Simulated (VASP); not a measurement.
## CuRuF3: single point with r2SCAN

Crystal: CuRuF3.

```
Cu Ru F
1.0
     3.53439    0.00000    0.00000
     0.00000    3.53439    0.00000
     0.00000    0.00000    3.53439
Cu Ru F
1 1 3
Direct
  0.50000 0.50000 0.50000
  0.00000 0.00000 0.00000
  0.50000 0.00000 0.00000
  0.00000 0.50000 0.00000
  0.00000 0.00000 0.50000
```

```yaml
Program: VASP 6.6.1
Task: single point
Functional: r2SCAN
Potentials_or_basis: VASP PAW PBE potentials, release 64 (Cu_sv_GW, Ru_sv, F)
Cutoff: 770 eV
k_mesh: 5 × 5 × 5
Occupations: gaussian, width 0.015 eV
Spin: no spin polarisation
Dipole_correction: no
Further_INCAR_settings: ALGO = Normal; EDIFF = 1e-06; NBANDS = 36
```

The pressure is 122.5 GPa and the band gap on the k mesh is zero (bands 28 and 29 overlap by 2.50 eV).

Levels at points of the mesh, in eV from the Fermi level:
```tsv
k point	band 25	band 26	band 27	band 28	band 29	band 30	band 31	band 32
(0.00, 0.00, 0.00)	-3.33	-2.60	-2.48	-2.48	-2.48	1.00	1.00	9.55
```

Run time: 3.3 min on 1 thread of AMD EPYC 7R43 64-Core Processor (Zen 3), with other jobs on the host, peak memory 0.17 GiB.

Caveat: the cell stands under pressure; the PAW data sets were made with another functional, which shifts forces and pressure a little. With open d or f shells a metallic result of r2SCAN can be an artefact of self-interaction; +U or a hybrid may open a gap.
